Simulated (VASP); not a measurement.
BaZrO3: vibrations by perturbation theory with LDA

BaZrO3:

```
CELL_PARAMETERS angstrom
4.14736 0.00000 0.00000
0.00000 4.14736 0.00000
0.00000 0.00000 4.14736
ATOMIC_POSITIONS crystal
Ba 0.00000 0.00000 0.00000
Zr 0.50000 0.50000 0.50000
O 0.00000 0.50000 0.50000
O 0.50000 0.00000 0.50000
O 0.50000 0.50000 0.00000
```

| Item | Value |
| --- | --- |
| Program | VASP 6.6.1 |
| Task | vibrations by perturbation theory |
| Functional | LDA |
| Potentials or basis | VASP PAW LDA potentials, release 64 (Ba_sv, Zr_sv, O) |
| Cutoff | 520 eV |
| k mesh | 4 × 4 × 4 |
| Occupations | gaussian, width 0.01 eV |
| Spin | no spin polarisation |
| Dipole correction | no |
| Further INCAR settings | ALGO = Normal; EDIFF = 1e-08; NBANDS = 28; IBRION = 8; NSW = 1 |

```
Highest phonon frequency at Γ, LO-TO splitting left out : 534 cm⁻¹
```

Phonon frequencies in cm⁻¹ (negative: imaginary):
```csv
q point,frequencies
"(0.000, 0.000, 0.000)",0 0 0 104 104 104 164 164 164 184 184 184 534 534 534
```

Run time: 5.3 min on 1 thread of Intel(R) Xeon(R) 6975P-C (Granite Rapids), on a shared host, peak memory 0.3 GiB.

Caveat: the k points lie up to 0.38 Å⁻¹ apart; the cell stands under pressure or tension, which shifts response properties.
